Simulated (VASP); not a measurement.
A run of VASP 6.6.1 is set up as follows.

Contents of INCAR:

```
SYSTEM = MnS
PREC = Accurate
ENCUT = 520
EDIFF = 1E-6
ISMEAR = -1
SIGMA = 0.05
LREAL = .FALSE.
LASPH = .TRUE.
NELM = 150
ALGO = Normal
ISIF = 2
LWAVE = .FALSE.
LCHARG = .FALSE.
ISPIN = 2
MAGMOM = 4 0
LORBIT = 11
LMAXMIX = 4
GGA = PE
IVDW = 12
NBANDS = 20
```

File KPOINTS:

```
Automatic mesh
0
G
  9 9 9
  0 0 0
```

File POSCAR:

```
MnS
1.0
    0.0000000000      2.5692997390      2.5692997390
    2.5692997390      0.0000000000      2.5692997390
    2.5692997390      2.5692997390      0.0000000000
Mn S
1 1
Direct
    0.0000000000      0.0000000000      0.0000000000
    0.5000000000      0.5000000000      0.5000000000
```

Potentials or basis: VASP PAW PBE potentials, release 64 (Mn_pv, S).

Launch:

```console
$ cat potpaw_PBE.64/Mn_pv/POTCAR potpaw_PBE.64/S/POTCAR > POTCAR
$ mpirun -np 1 vasp_std > vasp.out
```

Q: Estimate the pressure.

A: -4.8 GPa.

Q: Estimate the dispersion energy per atom.

A: -0.426 eV.

Caveat: the cell stands under tension; a cell with one magnetic atom can't hold antiferromagnetic order, which such compounds often take.
